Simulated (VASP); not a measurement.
Here is a VASP 6.6.1 calculation.

Contents of INCAR:

```
SYSTEM = Sb
  ALGO = Normal
  DIPOL = 0.5 0.5 0.368
  EDIFF = 1E-6
  ENCUT = 400
  GGA = PE
  GGA_COMPAT = .FALSE.
  IDIPOL = 3
  ISIF = 2
  ISMEAR = 0
  IVDW = 12
  LASPH = .TRUE.
  LCHARG = .FALSE.
  LDIPOL = .TRUE.
  LREAL = .FALSE.
  LWAVE = .FALSE.
  NBANDS = 38
  NELM = 120
  NELMDL = -8
  PREC = Accurate
  SIGMA = 0.05
```

Contents of KPOINTS:

```
k-points
0
G
  9 9 1
  0 0 0
```

File POSCAR:

```
Sb
1.0
    4.0686848921      0.0000000000      0.0000000000
   -2.0343424461      3.5235844766      0.0000000000
    0.0000000000      0.0000000000     20.8000277116
Sb
4
Direct
    0.3333333333      0.6666666667      0.2958984407
    0.6666666667      0.3333333333      0.2163458656
    0.3333333333      1.6666666667      0.5190859644
    0.6666666667      1.3333333333      0.4395381766
```

Potentials or basis: VASP PAW PBE potentials, release 64 (Sb_d_GW).

Command:

```sh
$ cat potpaw_PBE.64/Sb_d_GW/POTCAR > POTCAR
$ mpirun -np 1 vasp_std > vasp.out
```

Problem. What does it give for the largest force?

Solution. 0.004 eV/Å.

Problem. Estimate the dispersion energy per atom.

Solution. -0.324 eV.

Forces in eV/Å, atoms in the order of the input:
```
Sb   0.000  0.000 -0.002
Sb   0.000  0.000 -0.004
Sb   0.000  0.000  0.004
Sb   0.000  0.000  0.002
```

Caveat: the cell differs from its parent crystal (layers slid over each other, then relaxed in part).
